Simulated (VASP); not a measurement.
Set up this calculation in VASP 6.6.1, as the native input.

* Task: single point
* Functional: PBE
* Potentials or basis: VASP PAW PBE potentials, release 64 (Rb_sv, W_sv, Br)
* Cutoff: 520 eV
* k mesh: 4 × 4 × 2
* Occupations: gaussian, width 0.1 eV
* Spin: no spin polarisation
* Dipole correction: no
* Further INCAR settings: ALGO = Normal; EDIFF = 1e-06; NBANDS = 38

The structure of RbWBr5 lies in POSCAR:

```
RbWBr5
1.0
    5.1677745500      0.0000000000      0.0000000000
    0.0000000000      5.1677745500      0.0000000000
    0.0000000000      0.0000000000      8.2828633700
Rb W Br
1 1 5
Direct
    0.0000000000      0.0000000000      0.0000000000
    0.0000000000      0.0000000000      0.5000000000
    0.5000000000      0.5000000000      0.0000000000
    0.5000000000      0.0000000000      0.6992847300
    0.0000000000      0.5000000000      0.3007152700
    0.5000000000      0.0000000000      0.3007152700
    0.0000000000      0.5000000000      0.6992847300
```

The input as run:

INCAR

```
SYSTEM = RbWBr5
ALGO     = Normal         ! electronic algorithm
EDIFF    = 1E-6           ! SCF threshold, eV
ENCUT    = 520            ! plane-wave cutoff, eV
GGA      = PE             ! functional
ISIF     = 2              ! what is computed and relaxed
ISMEAR   = 0              ! smearing method
LASPH    = .True.         ! aspherical terms in the spheres
LCHARG   = .True.         ! write CHGCAR
LELF     = .True.         ! ELF
LREAL    = .False.        ! projectors in reciprocal space
LVHAR    = .True.       
LWAVE    = .False.        ! write WAVECAR
NBANDS   = 38             ! bands
NELM     = 80             ! most SCF steps
PREC     = Accurate       ! precision mode
SIGMA    = 0.1            ! smearing width, eV
```

KPOINTS

```
k-points
0
Gamma
  4 4 2
  0 0 0
```

Potentials or basis: VASP PAW PBE potentials, release 64 (Rb_sv, W_sv, Br).

Command:

```sh
$ cat potpaw_PBE.64/Rb_sv/POTCAR potpaw_PBE.64/W_sv/POTCAR potpaw_PBE.64/Br/POTCAR > POTCAR
$ mpirun -np 1 vasp_std > vasp.out
```

It gave:

- Pressure: -5.9 GPa
- Largest force: 1.148 eV/Å
- Band gap on the k mesh: zero (band 29 reaches 1.07 eV, above the bottom of band 30 at 0.69 eV)

Caveat: the k points lie up to 0.38 Å⁻¹ apart; spin-orbit coupling is left out, which moves the levels of the heavy elements; forces of over 1 eV/Å act on the atoms, so gaps and moduli don't describe the material at rest.

Run time: 3.3 min on 1 thread of Oxide Virtual Turin-like Processor (shared host), peak memory 0.33 GiB.
